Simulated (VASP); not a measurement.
N: single point with PBE

The system is N.

```
N
1.0
     4.08406    0.00000    0.00000
     0.00000    4.08406    0.00000
     0.00000    0.00000    5.34591
N
4
Direct
  0.90428 0.90428 0.00000
  0.59572 0.40428 0.50000
  0.09572 0.09572 0.00000
  0.36922 0.63822 0.50069
```

This cell differs from its parent crystal: one atom moved.

```json
{
  "Program": "VASP 6.6.1",
  "Task": "single point",
  "Functional": "PBE",
  "Potentials or basis": "VASP PAW PBE potentials, release 64 (N)",
  "Cutoff": "520 eV",
  "k mesh": "6 × 6 × 4",
  "Occupations": "gaussian, width 0.02 eV",
  "Spin": "no spin polarisation"
}
```

| Property | Result |
| --- | --- |
| Pressure | -10.4 GPa |
| Largest force | 14.656 eV/Å |
| Band gap on the k mesh | 4.95 eV, indirect (least direct gap 4.99 eV) |

Forces in eV/Å, atoms in the order of the input:
```
N    -0.775  -0.765   0.001
N   -10.181  10.520   0.040
N     0.766   0.777   0.001
N    10.191 -10.532  -0.041
```

Stress tensor (GPa, compression positive):
```
-15.37  18.55   0.07
 18.55 -16.49  -0.07
  0.07  -0.07   0.59
```

Levels at points of the mesh, in eV from the valence-band top:
```csv
k point,band 7,band 8,band 9,band 10,band 11,band 12,band 13,band 14
"(0.00, 0.00, 0.00)",-1.06,-0.35,-0.32,-0.05,4.95,5.73,7.20,7.94
"(0.50, 0.00, 0.00)",-0.67,-0.38,-0.30,-0.14,5.57,5.59,7.74,7.76
"(0.00, 0.50, 0.00)",-0.66,-0.37,-0.26,-0.14,5.58,5.60,7.74,7.76
"(0.50, 0.50, 0.00)",-0.66,-0.29,-0.26,-0.08,5.40,6.21,7.50,8.49
"(0.00, 0.00, 0.50)",-1.14,-0.49,-0.06,-0.06,5.00,5.73,7.11,7.93
"(0.50, 0.00, 0.50)",-0.47,-0.35,-0.33,-0.31,5.51,5.54,7.68,7.78
"(0.00, 0.50, 0.50)",-0.47,-0.33,-0.31,-0.31,5.49,5.56,7.67,7.78
"(0.50, 0.50, 0.50)",-0.71,-0.45,-0.07,-0.06,5.44,6.21,7.58,8.49
```

Wall time 62 s on 1 thread of AMD EPYC 7R13 Processor (Zen 3), with other jobs on the host, peak memory 0.2 GiB.

Caveat: the cell differs from its parent crystal (one atom moved); the standard files for N, O and F lose accuracy on very short bonds; forces of over 1 eV/Å act on the atoms, so gaps and moduli don't describe the material at rest. A k mesh can miss the band edges.
